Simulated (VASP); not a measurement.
# Ti in VASP: a series of runs, part 2 of 2

VASP 6.6.1. The steps go on from the part before.

### 3 Single point, LDA

INCAR

```
PREC     = Accurate       # precision mode
ENCUT    = 520            # plane-wave cutoff, eV
EDIFF    = 1E-6           # SCF threshold, eV
ISMEAR   = -1             # smearing method
SIGMA    = 0.1            # smearing width, eV
LREAL    = F              # projectors in reciprocal space
LASPH    = T              # aspherical terms in the spheres
NELM     = 80             # most SCF steps
ALGO     = Normal         # electronic algorithm
ISIF     = 2              # what is computed and relaxed
LWAVE    = F              # write WAVECAR
LCHARG   = F              # write CHGCAR
LDIPOL   = T            
IDIPOL   = 3            
DIPOL    = 0.5 0.5 0.500
NBANDS   = 38             # bands
```

KPOINTS

```
Automatic mesh
0
Gamma
  16 16 1
```

POSCAR

```
Ti
1.0
    2.8642820353      0.0000000000      0.0000000000
   -1.4321410176      2.4805410062      0.0000000000
    0.0000000000      0.0000000000     25.0756000000
Ti
5
Direct
    0.0000000000      0.0000000000      0.3231846369
    0.3333333333      0.6666666667      0.4077162438
    0.0000000000      0.0000000000      0.4999999945
    0.3333333333      0.6666666667      0.5922837521
    0.0000000000      0.0000000000      0.6768153725
```

Potentials or basis: VASP PAW LDA potentials, release 64 (Ti_sv).

Started as:

```
$ cat potpaw_LDA.64/Ti_sv/POTCAR > POTCAR
$ mpirun -np 1 vasp_std > vasp.out
```

OUTCAR:

```text
PREC = Accurate
   ENCUT = 520
   EDIFF = 1E-6
   ISMEAR = -1
   LREAL = F
   LASPH = T
   NELM = 80
   ISIF = 2

 ion  position               nearest neighbor table
   1  0.000  0.000  0.323-   2 2.69   2 2.69   2 2.69
   2  0.333  0.667  0.408-   1 2.69   1 2.69   1 2.69   3 2.84   3 2.84   3 2.84
   3  0.000  0.000  0.500-   2 2.84   2 2.84   2 2.84   4 2.84   4 2.84   4 2.84
   4  0.333  0.667  0.592-   5 2.69   5 2.69   5 2.69   3 2.84   3 2.84   3 2.84
   5  0.000  0.000  0.677-   4 2.69   4 2.69   4 2.69

  LATTYP: Found a hexagonal cell.
 ALAT       =     2.8642820353
 C/A-ratio  =     8.7545848108

  Lattice vectors:

 A1 = (   2.8642820353,   0.0000000000,   0.0000000000)
 A2 = (  -1.4321410176,   2.4805410062,   0.0000000000)
 A3 = (   0.0000000000,   0.0000000000,  25.0756000000)

Analysis of symmetry for initial positions (statically):
=====================================================================
 Subroutine PRICEL returns:
 Original cell was already a primitive cell.

 Routine SETGRP: Setting up the symmetry group for a
 hexagonal supercell.

[... 181 lines left out ...]
 Fermi energy:         1.5929341193

 k-point     1 :       0.0000    0.0000    0.0000
  band No.  band energies     occupation
      1     -54.5040      2.00000
      2     -54.5022      2.00000
      3     -54.3354      2.00000
      4     -54.2384      2.00000
      5     -54.2053      2.00000
      6     -31.4789      2.00000
[... 973 lines left out ...]
     37       2.6610      0.00005
     38       3.2186      0.00000

 [... further k-points ...]

------------------------ aborting loop because EDIFF is reached ----------------------------------------

 vacuum level on the upper side and lower side of the slab       (xc-potential included)        -0.187        -0.187

  FORCE on cell =-STRESS in cart. coord.  units (eV):
  Direction    XX          YY          ZZ          XY          YZ          ZX
  --------------------------------------------------------------------------------------
  -------------------------------------------------------------------------------------
  Total       -0.9911425     -0.9911425     -0.0511621     -0.0000000      0.0000000      0.0000000
  in kB       -8.9131903     -8.9131903     -0.4600930     -0.0000000      0.0000000      0.0000000
  external PRESSURE =      -6.0954912 kB  Pullay stress =       0.0000000 kB

 VOLUME and BASIS-vectors are now :
 -----------------------------------------------------------------------------
  energy-cutoff  :      520.00
  volume of cell :      178.16
      direct lattice vectors                 reciprocal lattice vectors
     2.864282035  0.000000000  0.000000000     0.349127630  0.201568931  0.000000000
    -1.432141018  2.480541006  0.000000000     0.000000000  0.403137863  0.000000000
     0.000000000  0.000000000 25.075600000     0.000000000  0.000000000  0.039879405

 POSITION                                       TOTAL-FORCE (eV/Angst)
 -----------------------------------------------------------------------------------
      0.00000      0.00000      8.10405         0.000000      0.000000      0.006955
     -0.00000      1.65369     10.22373        -0.000000     -0.000000     -0.007860
      0.00000      0.00000     12.53780        -0.000000      0.000000      0.000000
     -0.00000      1.65369     14.85187         0.000000     -0.000000      0.007860
      0.00000      0.00000     16.97155        -0.000000      0.000000     -0.006955
 -----------------------------------------------------------------------------------
    total drift:                                0.000001     -0.000000      0.000014

  FREE ENERGIE OF THE ION-ELECTRON SYSTEM (eV)
  ---------------------------------------------------
  free  energy   TOTEN  =       -40.9018936233 eV

  energy  without entropy=      -40.6656526617  energy(sigma->0) =      -40.78377314

 vacuum level on the upper side and lower side of the slab         6.097         6.097
```

OSZICAR:

```text
N       E                     dE             d eps       ncg     rms          rms(c)
DAV:   1     0.776049401230E+03    0.77605E+03   -0.33430E+04  2496   0.170E+03
DAV:   2     0.584193351030E+02   -0.71763E+03   -0.70489E+03  2354   0.535E+02
DAV:   3    -0.293378542996E+02   -0.87757E+02   -0.85210E+02  3888   0.163E+02
[... 24 lines left out ...]
DAV:  28    -0.409018748400E+02   -0.66085E-05   -0.18532E-06  1878   0.116E-02    0.424E-03
DAV:  29    -0.409018884718E+02   -0.13632E-04   -0.11640E-06  1434   0.552E-03    0.391E-03
DAV:  30    -0.409018913620E+02   -0.28902E-05   -0.26299E-07  1384   0.423E-03    0.240E-03
DAV:  31    -0.409018928943E+02   -0.15323E-05   -0.44497E-07  1344   0.424E-03    0.170E-03
DAV:  32    -0.409018936233E+02   -0.72901E-06   -0.13109E-07  1328   0.246E-03
   1 F= -.40901894E+02 E0= -.40783773E+02  d E =-.236241E+00
```

stdout:

```text
POSCAR found type information on POSCAR Ti
 POSCAR found :  1 types and       5 ions
 scaLAPACK will be used
 LDA part: xc-table for (Slater(with rela. corr.)+CA(PZ))
 , standard interpolation
 POSCAR, INCAR and KPOINTS ok, starting setup
 FFT: planning ... GRIDC
 FFT: planning ... GRID_SOFT
 FFT: planning ... GRID
 WAVECAR not read
 entering main loop
```

Run time: 4.2 min. Hardware: 1 thread of Intel Xeon 6975P-C (Granite Rapids), shared host; peak memory 0.33 GiB.

Results:

| Quantity | Value |
| --- | --- |
| Free energy | -40.9019 eV |
| Largest force | 0.008 eV/Å |
| Band gap on the k mesh | zero (bands 30 and 31 overlap by 1.06 eV) |

Forces in eV/Å, atoms in the order of the input:
```
Ti   0.000  0.000  0.007
Ti   0.000  0.000 -0.008
Ti   0.000  0.000  0.000
Ti   0.000  0.000  0.008
Ti   0.000  0.000 -0.007
```

### 4 Single point, LDA

INCAR

```
SYSTEM = Ti
  ALGO = Normal
  DIPOL = 0.5 0.5 0.500
  EDIFF = 1E-6
  ENCUT = 520
  IDIPOL = 3
  ISIF = 2
  ISMEAR = -1
  LASPH = .True.
  LCHARG = .False.
  LDIPOL = .True.
  LREAL = .False.
  LWAVE = .False.
  NBANDS = 38
  NELM = 80
  PREC = Accurate
  SIGMA = 0.1
```

KPOINTS

```
k-points
0
Gamma
  16 16 1
  0 0 0
```

POSCAR is that of step 3.

Started as:

```
$ cat potpaw_LDA.64/Ti_sv/POTCAR > POTCAR
$ mpirun -np 1 vasp_std > vasp.out
```

It took 4 min on 1 thread of Intel Xeon 6975P-C (Granite Rapids), shared host; peak memory 0.33 GiB.

Results (log left out):

```yaml
Free_energy: -40.9019 eV
Largest_force: 0.008 eV/Å
Band_gap_on_the_k_mesh: zero (bands 30 and 31 overlap by 1.06 eV)
```

Forces on the atoms (eV/Å):
```
Ti   0.000  0.000  0.007
Ti   0.000  0.000 -0.008
Ti   0.000  0.000  0.000
Ti   0.000  0.000  0.008
Ti   0.000  0.000 -0.007
```

Levels at points of the mesh, in eV from the Fermi level:
| k point | band 28 | band 29 | band 30 | band 31 | band 32 | band 33 |
| --- | --- | --- | --- | --- | --- | --- |
| (0.00, 0.00, 0.00) | 0.50 | 0.51 | 0.61 | 0.61 | 0.67 | 0.67 |
| (0.50, 0.00, 0.00) | -0.97 | -0.77 | 0.26 | 0.56 | 0.61 | 0.96 |
